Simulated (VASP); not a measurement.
Here is a VASP 6.6.1 calculation.

INCAR

```
SYSTEM = MgH16Cl2O8
PREC = Accurate
ENCUT = 520
EDIFF = 1E-6
ISMEAR = -1
SIGMA = 0.05
LREAL = .FALSE.
LASPH = .TRUE.
NELM = 120
ALGO = Normal
ISIF = 2
LWAVE = .FALSE.
LCHARG = .TRUE.
GGA = PE
IVDW = 12
LELF = .TRUE.
LVHAR = .TRUE.
NELECT = 73.0
NBANDS = 59
GGA_COMPAT = .FALSE.
```

KPOINTS

```
Automatic mesh
0
G
  1 1 1
  0 0 0
```

POSCAR

```
MgH16Cl2O8
1.0
    6.5386230000      0.0000000000      0.0000000000
    0.0000000000      6.5386230000      0.0000000000
    0.0000000000      0.0000000000      6.5386230000
O H Mg Cl
8 16 1 2
Direct
    0.7701162768      0.1328873067      0.6376113136
    0.0973446550      0.1869353838      0.3227743823
    0.8645398274      0.5934888737      0.9569751919
    0.0914106839     -0.0386013997      0.9076528804
    0.6880653618      0.7217268835      0.5953547100
    0.3934467548      0.4874267870      0.1104819776
    0.7804089638      0.4886196987      0.3075876985
    0.3636851368      0.7972167840      0.4160967837
    0.6552755833      0.2236403598      0.6223328673
    0.8911815225      0.1755415475      0.5633754997
    0.0967634929      0.0272381509      0.3543406616
    0.1897341382      0.2442257338      0.4300905558
    0.8507448740      0.4765376441      0.8537271533
    1.0179054520      0.5836702927      0.9989718019
    0.1281768348      0.1032174511      0.8832593652
    0.1932364047     -0.1089831911      0.9915543380
    0.5266399363      0.7153952751      0.5785010085
    0.7783748964      0.5976946522      0.4418361481
    0.3886445204      0.5339350502     -0.0353438331
    0.4569157757      0.3508078077      0.1053279873
    0.7791854646      0.5440136249      0.1493433709
    0.8170527648      0.3417539136      0.3127722764
    0.4273988575      0.9216007713      0.3539583181
    0.3339235188      0.6832784212      0.3091782475
    0.8131375673      0.8747713395      0.8421650858
    0.2661722506      0.3882774707      0.6902523666
    0.6102355190      0.0445659583      0.0860578749
```

Potentials or basis: VASP PAW PBE potentials, release 64 (O, H, Mg, Cl).

The run is started by

```sh
$ cat potpaw_PBE.64/O/POTCAR potpaw_PBE.64/H/POTCAR potpaw_PBE.64/Mg/POTCAR potpaw_PBE.64/Cl/POTCAR > POTCAR
$ mpirun -np 1 vasp_gam > vasp.out
```

(1) Estimate the largest force.

(2) Estimate the dispersion energy per atom.

Results:

(1) 2.451 eV/Å.

(2) -0.056 eV.

Caveat: the k points lie up to 0.96 Å⁻¹ apart, too coarse for converged energies and pressures of a metal; the cell carries a net charge on a neutralising background, which shifts energy and pressure; an odd number of electrons without spin polarisation forces a metal; a magnetic or distorted state may lie lower.
